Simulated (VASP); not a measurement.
Write the native input for VASP 6.6.1 that does the following.

```yaml
Task: relaxation of cell and atoms
Functional: PBE
Potentials_or_basis: VASP PAW PBE potentials, release 64 (O)
Cutoff: 600 eV
k_mesh: 19 × 19 × 19
Occupations: fermi-dirac, width 0.05 eV
Spin: no spin polarisation
Target_pressure: 26 GPa
Dipole_correction: no
Further_INCAR_settings: ALGO = Normal; EDIFF = 1e-06; IBRION = 2; EDIFFG = -0.005; NSW = 60; ISIF = 3
```

The structure of O lies in POSCAR:

```
O
1.0
    0.0000000000      1.5183031186      1.5183031186
    1.5183031186      0.0000000000      1.5183031186
    1.5183031186      1.5183031186      0.0000000000
O
1
Direct
    0.0000000000      0.0000000000      0.0000000000
```

These files were run (other wordings do the same):

INCAR

```
PREC     = Accurate       # precision mode
ENCUT    = 600            # plane-wave cutoff, eV
EDIFF    = 1E-6           # SCF threshold, eV
ISMEAR   = -1             # smearing method
SIGMA    = 0.05           # smearing width, eV
LREAL    = False          # projectors in reciprocal space
LASPH    = True           # aspherical terms in the spheres
NELM     = 100            # most SCF steps
ALGO     = Normal         # electronic algorithm
ISIF     = 3              # what is computed and relaxed
LWAVE    = False          # write WAVECAR
LCHARG   = False          # write CHGCAR
GGA      = PE             # functional
IBRION   = 2              # ionic algorithm
NSW      = 60             # ionic steps
EDIFFG   = -0.005         # ionic threshold
PSTRESS  = 260.0
```

KPOINTS

```
regular mesh
0
Gamma
  19 19 19
```

Potentials or basis: VASP PAW PBE potentials, release 64 (O).

Launch:

```sh
$ cat potpaw_PBE.64/O/POTCAR > POTCAR
$ mpirun -np 1 vasp_std > vasp.out
```

Results of the run:

The relaxed volume is 6.97 Å³/atom. The relaxed cell is a = 2.144 Å, b = 2.144 Å, c = 2.144 Å, α = 60.00°, β = 60.00°, γ = 60.00° and the space group after relaxing (to 0.1 Å) is Fm-3m (No. 225). The energy change on relaxing (the run minimises the enthalpy) is +4.2 meV/atom and the ionic steps are 3. The pressure after relaxing is 26.0 GPa and the band gap on the k mesh is zero (bands 3 and 4 overlap by 3.99 eV).

Caveat: the cell is relaxed towards a set pressure, so the run minimises the enthalpy, not the energy.

Wall time 12 s on 1 thread of AMD EPYC 9R45 96-Core Processor (Zen 5), with other jobs on the host, peak memory 0.09 GiB.
